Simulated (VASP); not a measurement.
# GaN (Pm-3m) in VASP: notebook

The runs below take GaN through single point, with r2SCAN.

Program: VASP 6.6.1. These are calculated values, not measurements. Logs are shortened: lines on timing, memory, paths and dates and some standing lists are left out, and cuts for length are marked.

**1. The cell of the first run**

Symmetry: Pm-3m, No. 221, cubic system. The conventional cell has a = 2.696 Å, b = 2.696 Å, c = 2.696 Å, α = 90.00°, β = 90.00°, γ = 90.00°. Within 3.1 Å of Ga (site symmetry m-3m) lie 8 N at 2.33 Å and 6 Ga at 2.70 Å. N (site symmetry m-3m) has 8 Ga at 2.33 Å and 6 N at 2.70 Å within 3.1 Å.

**2. Single point, r2SCAN**

POSCAR

```
GaN
1.0
    2.6955547287      0.0000000000      0.0000000000
    0.0000000000      2.6955547287      0.0000000000
    0.0000000000      0.0000000000      2.6955547287
Ga N
1 1
Direct
    0.0000000000      0.0000000000      0.0000000000
    0.5000000000      0.5000000000      0.5000000000
```

INCAR.step1

```
SYSTEM = GaN
PREC     = Accurate       ! precision mode
ENCUT    = 520            ! plane-wave cutoff, eV
ISMEAR   = -1             ! smearing method
SIGMA    = 0.02           ! smearing width, eV
LREAL    = .FALSE.        ! projectors in reciprocal space
LASPH    = .TRUE.         ! aspherical terms in the spheres
NELM     = 60             ! most SCF steps
NBANDS   = 16             ! bands
GGA      = PE             ! functional
ALGO     = Normal         ! electronic algorithm
EDIFF    = 1E-4           ! SCF threshold, eV
LWAVE    = .TRUE.         ! write WAVECAR
LCHARG   = .FALSE.        ! write CHGCAR
```

INCAR.step2

```
SYSTEM = GaN
PREC     = Accurate       ! precision mode
ENCUT    = 520            ! plane-wave cutoff, eV
EDIFF    = 1E-6           ! SCF threshold, eV
ISMEAR   = -1             ! smearing method
SIGMA    = 0.02           ! smearing width, eV
LREAL    = .FALSE.        ! projectors in reciprocal space
LASPH    = .TRUE.         ! aspherical terms in the spheres
NELM     = 60             ! most SCF steps
ALGO     = Normal         ! electronic algorithm
ISIF     = 2              ! what is computed and relaxed
LWAVE    = .FALSE.        ! write WAVECAR
LCHARG   = .FALSE.        ! write CHGCAR
METAGGA  = R2SCAN         ! meta-GGA
LMIXTAU  = .TRUE.       
NBANDS   = 16             ! bands
ISTART   = 1
```

KPOINTS

```
Automatic mesh
0
G
  8 8 8
  0 0 0
```

Potentials or basis: VASP PAW PBE potentials, release 64 (Ga_d, N).

Launch:

```console
cat potpaw_PBE.64/Ga_d/POTCAR potpaw_PBE.64/N/POTCAR > POTCAR
cp INCAR.step1 INCAR
mpirun -np 1 vasp_std > vasp.out
cp INCAR.step2 INCAR
mpirun -np 1 vasp_std > vasp.out
```

OUTCAR:

```text
SYSTEM = GaN
   PREC = Accurate
   ENCUT = 520
   EDIFF = 1E-6
   ISMEAR = -1
   LREAL = .FALSE.
   LASPH = .TRUE.
   NELM = 60
   ISIF = 2
   METAGGA = R2SCAN
   ISTART = 1

 ion  position               nearest neighbor table
   1  0.000  0.000  0.000-   2 2.33   2 2.33   2 2.33   2 2.33   2 2.33   2 2.33   2 2.33   2 2.33

   2  0.500  0.500  0.500-   1 2.33   1 2.33   1 2.33   1 2.33   1 2.33   1 2.33   1 2.33   1 2.33

  LATTYP: Found a simple cubic cell.
 ALAT       =     2.6955547287

  Lattice vectors:

 A1 = (   2.6955547287,   0.0000000000,   0.0000000000)
 A2 = (   0.0000000000,   2.6955547287,   0.0000000000)
 A3 = (   0.0000000000,   0.0000000000,   2.6955547287)

Analysis of symmetry for initial positions (statically):
=====================================================================
 Subroutine PRICEL returns:
 Original cell was already a primitive cell.

 Routine SETGRP: Setting up the symmetry group for a
 simple cubic supercell.

 Subroutine GETGRP returns: Found 48 space group operations
 (whereof 48 operations were pure point group operations)
 out of a pool of 48 trial point group operations.

The static configuration has the point symmetry O_h .

Analysis of symmetry for dynamics (positions and initial velocities):
=====================================================================
 Subroutine PRICEL returns:
 Original cell was already a primitive cell.

 Routine SETGRP: Setting up the symmetry group for a
 simple cubic supercell.

 Subroutine GETGRP returns: Found 48 space group operations
 (whereof 48 operations were pure point group operations)
 out of a pool of 48 trial point group operations.

The dynamic configuration has the point symmetry O_h .

 Subroutine INISYM returns: Found 48 space group operations
 (whereof 48 operations are pure point group operations),
 and found     1 'primitive' translations

----------------------------------------------------------------------------------------

                                     Primitive cell

  volume of cell :      19.5859

  direct lattice vectors                    reciprocal lattice vectors
     2.695554729  0.000000000  0.000000000     0.370981153  0.000000000  0.000000000
     0.000000000  2.695554729  0.000000000     0.000000000  0.370981153  0.000000000
     0.000000000  0.000000000  2.695554729     0.000000000  0.000000000  0.370981153

  length of vectors
     2.695554729  2.695554729  2.695554729     0.370981153  0.370981153  0.370981153

  position of ions in fractional coordinates (direct lattice)
     0.000000000  0.000000000  0.000000000
     0.500000000  0.500000000  0.500000000

  ion indices of the primitive-cell ions
   primitive index   ion index
                 1           1
                 2           2

----------------------------------------------------------------------------------------

 KPOINTS: Automatic mesh

Automatic generation of k-mesh.
 Grid dimensions read from file:
 generate k-points for:    8    8    8

 Generating k-lattice:

  Cartesian coordinates                     Fractional coordinates (reciprocal lattice)
     0.046372644  0.000000000  0.000000000     0.125000000  0.000000000  0.000000000
     0.000000000  0.046372644  0.000000000     0.000000000  0.125000000  0.000000000
     0.000000000  0.000000000  0.046372644     0.000000000  0.000000000  0.125000000

  Length of vectors
     0.046372644  0.046372644  0.046372644

  Shift w.r.t. Gamma in fractional coordinates (k-lattice)
     0.000000000  0.000000000  0.000000000

 Subroutine IBZKPT returns following result:
 ===========================================

 Found     35 irreducible k-points:

 Following reciprocal coordinates:
            Coordinates               Weight
  0.000000  0.000000  0.000000      1.000000
  0.125000  0.000000  0.000000      6.000000
  0.250000  0.000000  0.000000      6.000000
  0.375000  0.000000  0.000000      6.000000
  0.500000  0.000000  0.000000      3.000000
  0.125000  0.125000  0.000000     12.000000
[... 16 lines left out ...]
  0.375000  0.375000  0.125000     24.000000
  0.500000  0.375000  0.125000     24.000000
 [... further k-points ...]
   k-points           NKPTS =     35   k-points in BZ     NKDIM =     35   number of bands    NBANDS=     16
   number of dos      NEDOS =    301   number of ions     NIONS =      2
   total plane-waves  NPLWV =   8000
   dimension x,y,z NGX =    20 NGY =   20 NGZ =   20
   dimension x,y,z NGXF=    40 NGYF=   40 NGZF=   40
   ions per type =               1   1
   NGX,Y,Z   is equivalent  to a cutoff of  12.33, 12.33, 12.33 a.u.
   NGXF,Y,Z  is equivalent  to a cutoff of  24.67, 24.67, 24.67 a.u.
 SYSTEM =  GaN
   PREC   = accura    normal or accurate (medium, high low for compatibility)
   ISTART =      1    job   : 0-new  1-cont  2-samecut
   ICHARG =      0    charge: 1-file 2-atom 10-const
   ISPIN  =      1    spin polarized calculation?
   LNONCOLLINEAR =      F non collinear calculations
   LSORBIT =      F    spin-orbit coupling
   LASPH  =      T    aspherical Exc in radial PAW
   ENCUT  =  520.0 eV  38.22 Ry    6.18 a.u.   5.01  5.01  5.01*2*pi/ulx,y,z
   NELM   =     60;   NELMIN=  2; NELMDL=  0     # of ELM steps
   EDIFF  = 0.1E-05   stopping-criterion for ELM
   LREAL  =      F    real-space projection
   EDIFFG = 0.1E-04   stopping-criterion for IOM
   NSW    =      0    number of steps for IOM
   IBRION =     -1    ionic relax: 0-MD 1-quasi-New 2-CG
   NFREE  =      0    steps in history (QN), initial steepest desc. (CG)
   ISIF   =      2    stress and relaxation
   ISYM   =      2    0-nonsym 1-usesym 2-fastsym
   POTIM  = 0.5000    time-step for ionic-motion
   TEBEG  =    0.0;   TEEND  =   0.0 temperature during run
   PSTRESS=    0.0 pullay stress
   NELECT =      18.0000    total number of electrons
   NUPDOWN=      -1.0000    fix difference up-down
   EMIN   =  10.00;   EMAX   =-10.00  energy-range for DOS
   EFERMI =   0.00;   METHOD = LEGACY
   ISMEAR =    -1;   SIGMA  =   0.02  broadening in eV -4-tet -1-fermi 0-gaus
   EFERMI_NEDOS =   21; number of points for ismear=-14 and -15
   IALGO  =     38    algorithm
   IMIX   =      4    mixing-type and parameters
     AMIX     =   0.40;   BMIX     =  1.00
     AMIX_MAG =   1.60;   BMIX_MAG =  1.00
  volume/ion in A,a.u.               =       9.79        66.09
  Fermi-wavevector in a.u.,A,eV,Ry     =   1.591662  3.007805 34.468835  2.533388
  Thomas-Fermi vector in A             =   2.690167
   LORBIT       =      0    0 simple, 1 ext, 2 COOP (PROOUT), +10 PAW based schemes
   METAGGA = R2SCAN    functional components
   LHFCALC =     F    Hartree Fock is set to
   AEXX    =    0.0000 exact exchange contribution
   IVDW    =     0    specifies the selected vdW correction
   LEPSILON=     F    determine dielectric tensor
   LRPA    =     F    only Hartree local field effects (RPA)
 non-spin polarized calculation
  energy-cutoff  :      520.00
  volume of cell :       19.59
 maximum number of plane-waves:       552
   NGX = 11   NGY = 11   NGZ = 11

 number of electron      18.0000017 magnetization

 Free energy of the ion-electron system (eV)
  ---------------------------------------------------
  ext. energy  EPLUGINS =         0.00000000
  ---------------------------------------------------
  free energy    TOTEN  =       -18.28969382 eV

  energy without entropy =      -18.28650239  energy(sigma->0) =      -18.28809811

 E-fermi :   8.3552     XC(G=0): -14.1629

 val. band max:        8.3506963335   @ k =   0.3750   0.2500   0.0000
 cond. band min:       8.3720885208   @ k =   0.5000   0.3750   0.2500
 fundamental gap:      0.0213921873
 Fermi energy:         8.3551587967

 k-point     1 :       0.0000    0.0000    0.0000
  band No.  band energies     occupation
      1     -10.1914      2.00000
      2      -7.9149      2.00000
      3      -7.9149      2.00000
      4      -7.3630      2.00000
      5      -7.3630      2.00000
      6      -7.3630      2.00000
[... 8 lines left out ...]
     15      23.3175      0.00000
     16      37.0173      0.00000

 k-point     2 :       0.1250    0.0000    0.0000
  band No.  band energies     occupation
      1      -9.9367      2.00000
      2      -7.9077      2.00000
      3      -7.8645      2.00000
      4      -7.3931      2.00000
      5      -7.3931      2.00000
      6      -7.3605      2.00000
[... 8 lines left out ...]
     15      24.1613      0.00000
     16      33.6193      0.00000

 k-point     3 :       0.2500    0.0000    0.0000
  band No.  band energies     occupation
      1      -9.2203      2.00000
      2      -7.8902      2.00000
      3      -7.7419      2.00000
      4      -7.4645      2.00000
      5      -7.4645      2.00000
      6      -7.3544      2.00000
[... 8 lines left out ...]
     15      27.1456      0.00000
     16      29.5921      0.00000

 k-point     4 :       0.3750    0.0000    0.0000
  band No.  band energies     occupation
      1      -8.2536      2.00000
      2      -7.8727      2.00000
      3      -7.6211      2.00000
      4      -7.5344      2.00000
      5      -7.5344      2.00000
      6      -7.3484      2.00000
[... 8 lines left out ...]
     15      26.2231      0.00000
     16      31.3675      0.00000
[... 324 lines left out ...]
 k-point    22 :       0.5000    0.2500    0.1250
  band No.  band energies     occupation
      1      -8.3342      2.00000
      2      -7.7028      2.00000
      3      -7.6061      2.00000
      4      -7.4855      2.00000
      5      -7.4125      2.00000
      6      -5.8176      2.00000
[... 8 lines left out ...]
     15      28.0456      0.00000
     16      30.7709      0.00000

 k-point    23 :       0.3750    0.3750    0.1250
  band No.  band energies     occupation
      1      -8.4400      2.00000
      2      -7.6730      2.00000
      3      -7.5555      2.00000
      4      -7.5373      2.00000
      5      -7.3374      2.00000
      6      -5.4377      2.00000
[... 8 lines left out ...]
     15      28.3640      0.00000
     16      29.7430      0.00000

 k-point    24 :       0.5000    0.3750    0.1250
  band No.  band energies     occupation
      1      -8.4669      2.00000
      2      -7.6561      2.00000
      3      -7.5749      2.00000
      4      -7.5333      2.00000
      5      -7.2786      2.00000
      6      -4.9660      2.00000
[... 8 lines left out ...]
     15      28.3065      0.00000
     16      29.0035      0.00000

 [... further k-points ...]

------------------------ aborting loop because EDIFF is reached ----------------------------------------

  FORCE on cell =-STRESS in cart. coord.  units (eV):
  Direction    XX          YY          ZZ          XY          YZ          ZX
  --------------------------------------------------------------------------------------
  -------------------------------------------------------------------------------------
  Total        0.0878410      0.0878410      0.0878410     -0.0000000     -0.0000000      0.0000000
  in kB        7.1856077      7.1856077      7.1856077     -0.0000000     -0.0000000      0.0000000
  external PRESSURE =       7.1856077 kB  Pullay stress =       0.0000000 kB

 VOLUME and BASIS-vectors are now :
 -----------------------------------------------------------------------------
  energy-cutoff  :      520.00
  volume of cell :       19.59
      direct lattice vectors                 reciprocal lattice vectors
     2.695554729  0.000000000  0.000000000     0.370981153  0.000000000  0.000000000
     0.000000000  2.695554729  0.000000000     0.000000000  0.370981153  0.000000000
     0.000000000  0.000000000  2.695554729     0.000000000  0.000000000  0.370981153

 POSITION                                       TOTAL-FORCE (eV/Angst)
 -----------------------------------------------------------------------------------
      0.00000      0.00000      0.00000         0.000000      0.000000      0.000000
      1.34778      1.34778      1.34778         0.000000      0.000000      0.000000
 -----------------------------------------------------------------------------------
    total drift:                                0.000000      0.000000      0.000000

  FREE ENERGIE OF THE ION-ELECTRON SYSTEM (eV)
  ---------------------------------------------------
  free  energy   TOTEN  =       -18.2896938230 eV

  energy  without entropy=      -18.2865023949  energy(sigma->0) =      -18.28809811
```

Wall time 76 s (1 thread of Intel Xeon 8259CL, shared host); peak memory 0.13 GiB.

What came out:

| Item | Value |
| --- | --- |
| Free energy | -18.2897 eV |
| Pressure | 0.7 GPa |
| Band gap on the k mesh | zero (bands 9 and 10 overlap by 1.61 eV) |

Levels at points of the mesh, in eV from the Fermi level:
```
           k point  band 6  band 7  band 8  band 9  band 10  band 11  band 12  band 13
(0.00, 0.00, 0.00)  -15.72   -1.58   -1.58   -1.58    -1.44    10.43    10.43    14.96
(0.50, 0.00, 0.00)  -15.70  -10.02   -0.04   -0.04     4.04     5.70    11.44    11.44
(0.50, 0.50, 0.00)  -12.89   -6.87   -6.87   -2.54     0.38     9.13     9.13    14.59
(0.50, 0.50, 0.50)  -12.79   -3.43   -3.43   -3.43     1.53     1.53     1.53     3.69
```

Caveat: the structure was generated, so it needn't be the stable form of GaN; the PAW data sets were made with another functional, which shifts forces and pressure a little.

(Continued in part 2 of 2.)

The gap in the log of VASP goes by the Fermi energy; the results here count the filled bands.